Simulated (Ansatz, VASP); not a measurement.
One calculation of RbBr, two programs

```
Rb Br
1.0
     4.12608    0.00000    0.00000
     0.00000    4.12608    0.00000
     0.00000    0.00000    4.12608
Rb Br
1 1
Cartesian
  0.0000 0.0000 0.0000
  2.0630 2.0630 2.0630
```

Alike in both runs: functional PBE; k mesh 5 × 5 × 5; occupations fermi-dirac, width 0.05 eV; no spin polarisation.

|  | VASP | Ansatz |
| --- | --- | --- |
| version | VASP 6.6.1 | Ansatz 0.2.0 |
| potentials or method | VASP PAW PBE potentials, release 64 (Rb_sv, Br), cutoff 520 eV | all-electron LAPW, scalar-relativistic |
| task | single point | band structure |

```tsv
	VASP	Ansatz	Ansatz less VASP
gap on the k mesh at the Fermi level (eV)	4.12	4.13	+0.002
least direct gap on the mesh (eV)	4.23	4.24	+0.002
pressure (GPa)	0.8	0.8	-0.03
```

Ansatz ran all-electron here, and VASP with PAW potentials.
